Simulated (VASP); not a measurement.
## LiF: electric field gradients with PBEsol

Crystal: LiF.

```
CELL_PARAMETERS angstrom
0.00000 2.01400 2.01400
2.01400 0.00000 2.01400
2.01400 2.01400 0.00000
ATOMIC_POSITIONS crystal
Li 0.00000 0.00000 0.00000
F 0.50000 0.50000 0.50000
```

| Item | Value |
| --- | --- |
| Program | VASP 6.6.1 |
| Task | electric field gradients |
| Functional | PBEsol |
| Potentials or basis | VASP PAW PBE potentials, release 64 (Li_sv, F) |
| Cutoff | 520 eV |
| k mesh | 10 × 10 × 10 |
| Occupations | fermi-dirac, width 0.03 eV |
| Spin | no spin polarisation |
| Dipole correction | no |
| Further INCAR settings | ALGO = Normal; EDIFF = 1e-08; NBANDS = 12 |

* Band gap on the k mesh: 8.92 eV, direct

Levels at points of the mesh, in eV from the valence-band top:
| k point | band 2 | band 3 | band 4 | band 5 | band 6 | band 7 | band 8 | band 9 |
| --- | --- | --- | --- | --- | --- | --- | --- | --- |
| (0.00, 0.00, 0.00) | -19.86 | 0.00 | 0.00 | 0.00 | 8.92 | 23.83 | 23.83 | 23.83 |
| (0.50, 0.00, 0.00) | -19.42 | -2.56 | -0.23 | -0.23 | 10.57 | 16.56 | 18.74 | 18.74 |
| (0.50, 0.50, 0.00) | -19.15 | -3.06 | -1.01 | -1.01 | 14.63 | 16.19 | 17.33 | 20.08 |

It took 6.8 s on 1 thread of Intel Xeon 6975P-C (shared host), peak memory 0.13 GiB.

Caveat: without QUAD_EFG the Cq values of the log hold for a quadrupole moment of 1 mb, not for the nuclei. Expect the measured gap to be larger: semilocal functionals such as PBEsol lack the derivative discontinuity.
